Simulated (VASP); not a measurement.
# HfN in VASP: notebook

HfN is run at these levels: PBE; tasks: single point.

Everything below comes from runs of VASP 6.6.1. Logs are shortened: lines on timing, memory, paths and dates and some standing lists are left out, and cuts for length are marked.

## (1) The cell of the first run

The structure is tetragonal, space group I4/mmm (No. 139). The conventional cell has a = 3.216 Å, b = 3.216 Å, c = 4.442 Å, α = 90.00°, β = 90.00°, γ = 90.00°. Hf (site symmetry 4/mmm) has 6 N at 2.22 to 2.27 Å within 2.9 Å. Within 2.9 Å of N (site symmetry 4/mmm) lie 6 Hf at 2.22 to 2.27 Å.

## (2) Single point, PBE (mode 5 frozen in at +0.000 Å, normal strain along y -0.0233)

The input, INCAR:

```
SYSTEM = HfN
PREC     = Accurate       ! precision mode
ENCUT    = 520            ! plane-wave cutoff, eV
EDIFF    = 1E-6           ! SCF threshold, eV
ISMEAR   = 0              ! smearing method
SIGMA    = 0.15           ! smearing width, eV
LREAL    = .FALSE.        ! projectors in reciprocal space
LASPH    = .TRUE.         ! aspherical terms in the spheres
NELM     = 60             ! most SCF steps
ALGO     = Normal         ! electronic algorithm
ISIF     = 2              ! what is computed and relaxed
LWAVE    = .FALSE.        ! write WAVECAR
LCHARG   = .FALSE.        ! write CHGCAR
GGA      = PE             ! functional
NBANDS   = 14             ! bands
```

The input, KPOINTS:

```
Automatic mesh
0
G
  16 16 16
  0 0 0
```

The input, POSCAR:

```
HfN
1.0
    0.0000000000      2.2208341742      2.2738140414
    2.2738140414      0.0000000000      2.2738140414
    2.2738140414      2.2208341742      0.0000000000
Hf N
1 1
Direct
    0.0000000000      0.0000000000      0.0000000000
    0.5000000000      0.5000000000      0.5000000000
```

Potentials or basis: VASP PAW PBE potentials, release 64 (Hf_pv, N).

The run is started by

```bash
$ cat potpaw_PBE.64/Hf_pv/POTCAR potpaw_PBE.64/N/POTCAR > POTCAR
$ mpirun -np 1 vasp_std > vasp.out
```

OUTCAR:

```text
SYSTEM = HfN
   PREC = Accurate
   ENCUT = 520
   EDIFF = 1E-6
   ISMEAR = 0
   LREAL = .FALSE.
   LASPH = .TRUE.
   NELM = 60
   ISIF = 2
   GGA = PE

 ion  position               nearest neighbor table
   1  0.000  0.000  0.000-   2 2.22   2 2.22   2 2.27   2 2.27   2 2.27   2 2.27
   2  0.500  0.500  0.500-   1 2.22   1 2.22   1 2.27   1 2.27   1 2.27   1 2.27

  LATTYP: Found a body centered tetragonal cell.
 ALAT       =     3.2156586557
 C/A-ratio  =     1.3812623863

  Lattice vectors:

 A1 = (   0.0000000000,  -2.2208341742,   2.2738140414)
 A2 = (   0.0000000000,  -2.2208341742,  -2.2738140414)
 A3 = (   2.2738140414,   2.2208341742,   0.0000000000)

Analysis of symmetry for initial positions (statically):
=====================================================================
 Subroutine PRICEL returns:
 Original cell was already a primitive cell.

 Routine SETGRP: Setting up the symmetry group for a
 body centered tetragonal supercell.

 Subroutine GETGRP returns: Found 16 space group operations
 (whereof 16 operations were pure point group operations)
 out of a pool of 16 trial point group operations.

The static configuration has the point symmetry D_4h.

Analysis of symmetry for dynamics (positions and initial velocities):
=====================================================================
 Subroutine PRICEL returns:
 Original cell was already a primitive cell.

 Routine SETGRP: Setting up the symmetry group for a
 body centered tetragonal supercell.

 Subroutine GETGRP returns: Found 16 space group operations
 (whereof 16 operations were pure point group operations)
 out of a pool of 16 trial point group operations.

The dynamic configuration has the point symmetry D_4h.

 Subroutine INISYM returns: Found 16 space group operations
 (whereof 16 operations are pure point group operations),
 and found     1 'primitive' translations

----------------------------------------------------------------------------------------

                                     Primitive cell

  volume of cell :      22.9644

  direct lattice vectors                    reciprocal lattice vectors
     0.000000000  2.220834174  2.273814041    -0.219894851  0.225140628  0.219894851
     2.273814041  0.000000000  2.273814041     0.219894851 -0.225140628  0.219894851
     2.273814041  2.220834174  0.000000000     0.219894851  0.225140628 -0.219894851

  length of vectors
     3.178417015  3.215658656  3.178417015     0.383921598  0.383921598  0.383921598

  position of ions in fractional coordinates (direct lattice)
     0.000000000  0.000000000  0.000000000
     0.500000000  0.500000000  0.500000000

  ion indices of the primitive-cell ions
   primitive index   ion index
                 1           1
                 2           2

----------------------------------------------------------------------------------------

 KPOINTS: Automatic mesh

Automatic generation of k-mesh.
 Grid dimensions read from file:
 generate k-points for:   16   16   16

 Generating k-lattice:

  Cartesian coordinates                     Fractional coordinates (reciprocal lattice)
    -0.013743428  0.014071289  0.013743428     0.062500000  0.000000000  0.000000000
     0.013743428 -0.014071289  0.013743428    -0.000000000  0.062500000 -0.000000000
     0.013743428  0.014071289 -0.013743428     0.000000000  0.000000000  0.062500000

  Length of vectors
     0.023995100  0.023995100  0.023995100

  Shift w.r.t. Gamma in fractional coordinates (k-lattice)
     0.000000000  0.000000000  0.000000000

 Subroutine IBZKPT returns following result:
 ===========================================

 Found    349 irreducible k-points:

 Following reciprocal coordinates:
            Coordinates               Weight
  0.000000  0.000000  0.000000      1.000000
  0.062500  0.000000  0.000000      8.000000
  0.125000  0.000000  0.000000      8.000000
  0.187500  0.000000  0.000000      8.000000
  0.250000  0.000000  0.000000      8.000000
  0.312500  0.000000  0.000000      8.000000
[... 16 lines left out ...]
 -0.125000  0.062500 -0.000000     16.000000
 -0.062500  0.062500  0.000000      8.000000
 [... further k-points ...]
   k-points           NKPTS =    349   k-points in BZ     NKDIM =    349   number of bands    NBANDS=     14
   number of dos      NEDOS =    301   number of ions     NIONS =      2
   total plane-waves  NPLWV =  13824
   dimension x,y,z NGX =    24 NGY =   24 NGZ =   24
   dimension x,y,z NGXF=    48 NGYF=   48 NGZF=   48
   ions per type =               1   1
   NGX,Y,Z   is equivalent  to a cutoff of  12.55, 12.41, 12.55 a.u.
   NGXF,Y,Z  is equivalent  to a cutoff of  25.11, 24.82, 25.11 a.u.
 SYSTEM =  HfN
   PREC   = accura    normal or accurate (medium, high low for compatibility)
   ISTART =      0    job   : 0-new  1-cont  2-samecut
   ICHARG =      2    charge: 1-file 2-atom 10-const
   ISPIN  =      1    spin polarized calculation?
   LNONCOLLINEAR =      F non collinear calculations
   LSORBIT =      F    spin-orbit coupling
   LASPH  =      T    aspherical Exc in radial PAW
   ENCUT  =  520.0 eV  38.22 Ry    6.18 a.u.   5.91  5.98  5.91*2*pi/ulx,y,z
   NELM   =     60;   NELMIN=  2; NELMDL= -5     # of ELM steps
   EDIFF  = 0.1E-05   stopping-criterion for ELM
   LREAL  =      F    real-space projection
   EDIFFG = 0.1E-04   stopping-criterion for IOM
   NSW    =      0    number of steps for IOM
   IBRION =     -1    ionic relax: 0-MD 1-quasi-New 2-CG
   NFREE  =      0    steps in history (QN), initial steepest desc. (CG)
   ISIF   =      2    stress and relaxation
   ISYM   =      2    0-nonsym 1-usesym 2-fastsym
   POTIM  = 0.5000    time-step for ionic-motion
   TEBEG  =    0.0;   TEEND  =   0.0 temperature during run
   PSTRESS=    0.0 pullay stress
   NELECT =      15.0000    total number of electrons
   NUPDOWN=      -1.0000    fix difference up-down
   EMIN   =  10.00;   EMAX   =-10.00  energy-range for DOS
   EFERMI =   0.00;   METHOD = LEGACY
   ISMEAR =     0;   SIGMA  =   0.15  broadening in eV -4-tet -1-fermi 0-gaus
   EFERMI_NEDOS =   21; number of points for ismear=-14 and -15
   IALGO  =     38    algorithm
   IMIX   =      4    mixing-type and parameters
     AMIX     =   0.40;   BMIX     =  1.00
     AMIX_MAG =   1.60;   BMIX_MAG =  1.00
  volume/ion in A,a.u.               =      11.48        77.49
  Fermi-wavevector in a.u.,A,eV,Ry     =   1.420430  2.684224 27.451415  2.017622
  Thomas-Fermi vector in A             =   2.541346
   LORBIT       =      0    0 simple, 1 ext, 2 COOP (PROOUT), +10 PAW based schemes
   GGA     = PE    functional components
   LHFCALC =     F    Hartree Fock is set to
   AEXX    =    0.0000 exact exchange contribution
   IVDW    =     0    specifies the selected vdW correction
   LEPSILON=     F    determine dielectric tensor
   LRPA    =     F    only Hartree local field effects (RPA)
 non-spin polarized calculation
 Gauss-broadening in eV      SIGMA  =   0.15
  energy-cutoff  :      520.00
  volume of cell :       22.96
 maximum number of plane-waves:       632
   NGX = 11   NGY = 11   NGZ = 11

 number of electron      15.0000000 magnetization

 Free energy of the ion-electron system (eV)
  ---------------------------------------------------
  ext. energy  EPLUGINS =         0.00000000
  ---------------------------------------------------
  free energy    TOTEN  =       -21.74320459 eV

  energy without entropy =      -21.73664392  energy(sigma->0) =      -21.73992426

 E-fermi :   8.4359     XC(G=0): -12.7522

 val. band max:        8.4209966401   @ k =  -0.3750   0.3750   0.1250
 cond. band min:       8.4448771597   @ k =  -0.1250   0.0625  -0.0000
 fundamental gap:      0.0238805196
 Fermi energy:         8.4359066654

 k-point     1 :       0.0000    0.0000    0.0000
  band No.  band energies     occupation
      1     -22.7221      2.00000
      2     -22.7221      2.00000
      3     -22.6965      2.00000
      4      -9.1159      2.00000
      5       5.3471      2.00000
      6       5.3471      2.00000
      7       5.4692      2.00000
      8       7.9892      1.99997
      9       7.9892      1.99997
     10       8.2504      1.91966
     11       9.9433      0.00000
     12      10.2224      0.00000
     13      10.9021      0.00000
     14      18.0011      0.00000

 k-point     2 :       0.0625    0.0000    0.0000
  band No.  band energies     occupation
      1     -22.7570      2.00000
      2     -22.7262      2.00000
      3     -22.7054      2.00000
      4      -9.0245      2.00000
      5       4.9651      2.00000
      6       5.1094      2.00000
      7       5.2079      2.00000
      8       8.1194      1.99716
      9       8.1334      1.99565
     10       8.3599      1.52628
     11      10.2494      0.00000
     12      10.5233      0.00000
     13      11.2012      0.00000
     14      18.3106      0.00000

 k-point     3 :       0.1250    0.0000    0.0000
  band No.  band energies     occupation
      1     -22.8695      2.00000
      2     -22.7376      2.00000
      3     -22.7153      2.00000
      4      -8.7619      2.00000
      5       4.0622      2.00000
      6       4.5622      2.00000
      7       4.6480      2.00000
      8       8.3586      1.53366
      9       8.5075      0.49940
     10       8.6525      0.04115
     11      11.0269      0.00000
     12      11.3080      0.00000
     13      11.9796      0.00000
     14      19.1704      0.00000
[... 324 lines left out ...]
 k-point    23 :      -0.1250    0.0625   -0.0000
  band No.  band energies     occupation
      1     -22.9373      2.00000
      2     -22.7694      2.00000
      3     -22.7143      2.00000
      4      -8.5650      2.00000
      5       3.4742      2.00000
      6       4.1404      2.00000
      7       4.5242      2.00000
      8       8.4449      0.93260
      9       8.6006      0.12055
     10       9.2193      0.00000
     11      10.6815      0.00000
     12      12.0854      0.00000
     13      12.9106      0.00000
     14      19.7895      0.00000

 k-point    24 :      -0.0625    0.0625    0.0000
  band No.  band energies     occupation
      1     -22.8112      2.00000
      2     -22.7461      2.00000
      3     -22.7091      2.00000
      4      -8.8726      2.00000
      5       4.3698      2.00000
      6       4.7432      2.00000
      7       4.9898      2.00000
      8       8.2026      1.97215
      9       8.3753      1.43202
     10       8.6267      0.07210
     11      10.2212      0.00000
     12      11.1178      0.00000
     13      11.9145      0.00000
     14      18.8110      0.00000

 [... further k-points ...]

------------------------ aborting loop because EDIFF is reached ----------------------------------------

  FORCE on cell =-STRESS in cart. coord.  units (eV):
  Direction    XX          YY          ZZ          XY          YZ          ZX
  --------------------------------------------------------------------------------------
  -------------------------------------------------------------------------------------
  Total        0.0470309      1.8495610      0.0470309      0.0000000      0.0000000      0.0000000
  in kB        3.2812385    129.0396640      3.2812385      0.0000000      0.0000000      0.0000000
  external PRESSURE =      45.2007136 kB  Pullay stress =       0.0000000 kB

 VOLUME and BASIS-vectors are now :
 -----------------------------------------------------------------------------
  energy-cutoff  :      520.00
  volume of cell :       22.96
      direct lattice vectors                 reciprocal lattice vectors
     0.000000000  2.220834174  2.273814041    -0.219894851  0.225140628  0.219894851
     2.273814041  0.000000000  2.273814041     0.219894851 -0.225140628  0.219894851
     2.273814041  2.220834174  0.000000000     0.219894851  0.225140628 -0.219894851

 POSITION                                       TOTAL-FORCE (eV/Angst)
 -----------------------------------------------------------------------------------
      0.00000      0.00000      0.00000        -0.000000      0.000000      0.000000
      2.27381      2.22083      2.27381         0.000000      0.000000     -0.000000
 -----------------------------------------------------------------------------------
    total drift:                                0.000000     -0.000000     -0.000000

  FREE ENERGIE OF THE ION-ELECTRON SYSTEM (eV)
  ---------------------------------------------------
  free  energy   TOTEN  =       -21.7432045908 eV

  energy  without entropy=      -21.7366439198  energy(sigma->0) =      -21.73992426
```

Wall time 58 s (1 thread of Intel Xeon Platinum 8488C (Sapphire Rapids), shared host); peak memory 0.23 GiB.

What came out:

```
Free energy : -21.7432 eV
Pressure    : 4.5 GPa
```

Caveat: the cell differs from its parent crystal (mode 5 frozen in at +0.000 Å, normal strain along y -0.0233); spin-orbit coupling is left out, which moves the levels of the heavy elements.

## (3) Single point, PBE (mode 5 frozen in at -0.078 Å, normal strain along y -0.0233)

The input, INCAR:

```
  ALGO = Normal
  EDIFF = 1E-6
  ENCUT = 520
  GGA = PE
  ISIF = 2
  ISMEAR = 0
  LASPH = True
  LCHARG = True
  LELF = True
  LREAL = False
  LVHAR = True
  LWAVE = False
  NBANDS = 14
  NELM = 60
  PREC = Accurate
  SIGMA = 0.15
```

The input, KPOINTS:

```
k-points
0
Gamma
  16 16 16
```

The input, POSCAR:

```
HfN
1.0
    0.0000000000      2.2208341742      2.2738140414
    2.2738140414      0.0000000000      2.2738140414
    2.2738140414      2.2208341742      0.0000000000
Hf N
1 1
Direct
    0.0013390996     -0.0013390996      0.0013390996
    0.4829361596      0.5170638404      0.4829361596
```

Potentials or basis: VASP PAW PBE potentials, release 64 (Hf_pv, N).

The run is started by

```bash
$ cat potpaw_PBE.64/Hf_pv/POTCAR potpaw_PBE.64/N/POTCAR > POTCAR
$ mpirun -np 1 vasp_std > vasp.out
```

It took 54 s on 1 thread of Intel Xeon Platinum 8488C (Sapphire Rapids), shared host; peak memory 0.23 GiB.

Results (log left out):

- Free energy: -21.6955 eV
- Pressure: 5.6 GPa
- Largest force: 1.171 eV/Å

Forces on the atoms (eV/Å):
```
Hf   0.000 -1.171  0.000
N    0.000  1.171  0.000
```

Stress tensor (GPa, compression positive):
```
 0.48  0.00  0.00
 0.00 15.81  0.00
 0.00  0.00  0.48
```

Levels at points of the mesh, in eV from the Fermi level:
```csv
k point,band 4,band 5,band 6,band 7,band 8,band 9,band 10,band 11,band 12,band 13
"(0.00, 0.00, 0.00)",-17.55,-3.20,-3.20,-3.06,-0.31,-0.31,-0.17,1.54,1.80,2.58
"(0.50, 0.00, 0.00)",-14.81,-8.92,-6.23,-6.20,3.23,3.62,3.82,4.45,8.46,9.14
"(0.50, 0.50, 0.00)",-16.46,-5.51,-4.38,-3.63,-3.14,4.08,5.38,5.65,5.70,7.98
"(0.50, 0.00, 0.50)",-16.44,-5.23,-3.88,-3.79,-3.79,4.13,5.54,5.54,5.57,7.60
```

Caveat: the cell differs from its parent crystal (mode 5 frozen in at -0.078 Å, normal strain along y -0.0233); spin-orbit coupling is left out, which moves the levels of the heavy elements; forces of over 1 eV/Å act on the atoms, so gaps and moduli don't describe the material at rest.

(Continued in part 2 of 2.)
